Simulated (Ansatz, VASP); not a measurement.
**CsSrF3 in VASP and in Ansatz**

File INCAR:

```
PREC = Accurate
ENCUT = 520
EDIFF = 1E-7
ISMEAR = 0
SIGMA = 0.05
LREAL = F
LASPH = T
NELM = 60
ALGO = Normal
ISIF = 2
LWAVE = F
LCHARG = F
GGA = CA
NBANDS = 28
```

File KPOINTS:

```
Automatic mesh
0
Gamma
  6 6 6
```

The input POSCAR:

```
CsSrF3
1.0
    4.6203495997      0.0000000000      0.0000000000
    0.0000000000      4.6203495997      0.0000000000
    0.0000000000      0.0000000000      4.6203495997
Cs Sr F
1 1 3
Direct
    0.0000000000      0.0000000000      0.0000000000
    0.5000000000      0.5000000000      0.5000000000
    0.0000000000      0.5000000000      0.5000000000
    0.5000000000      0.0000000000      0.5000000000
    0.5000000000      0.5000000000      0.0000000000
```

Input for Ansatz:

```yaml
crystal:
  lattice:
    - [4.6203495997, 0.0, 0.0]
    - [0.0, 4.6203495997, 0.0]
    - [0.0, 0.0, 4.6203495997]
  atoms:
    - { symbol: Cs, position: [0.0, 0.0, 0.0] }
    - { symbol: Sr, position: [0.5, 0.5, 0.5] }
    - { symbol: F, position: [0.0, 0.5, 0.5] }
    - { symbol: F, position: [0.5, 0.0, 0.5] }
    - { symbol: F, position: [0.5, 0.5, 0.0] }
basis:
  ecutwfc: 420
kpoints:
  mp_grid: { grid: [6, 6, 6] }
hamiltonian:
  xc: lda
scf:
  occupations: { method: gaussian, width: 0.05 }
output:
  forces: true
  stress: true
  eigenvalues: true
```

Change from the starting cell: strain -0.030 along x and y, -0.030 along z, atoms carried along.

Alike in both runs: task single point; functional LDA; k mesh 6 × 6 × 6; occupations gaussian, width 0.05 eV; no spin polarisation.

|  | VASP | Ansatz |
| --- | --- | --- |
| version | VASP 6.6.1 | Ansatz 0.2.0 |
| potentials or method | VASP PAW LDA potentials, release 64 (Cs_sv, Sr_sv, F), cutoff 520 eV | scalar-relativistic, plane waves, PAW |
| valence electrons in the cell | 40 | 40 |

```csv
,VASP,Ansatz,Ansatz less VASP
gap on the k mesh at the Fermi level (eV),6.35,6.37,+0.027
least direct gap on the mesh (eV),6.35,6.37,+0.027
pressure (GPa),1.4,1.0,-0.43
```

LDA's correlation is that of Perdew and Zunger in VASP and of Perdew and Wang (1992) in Ansatz.

Neither program's run includes spin-orbit coupling.
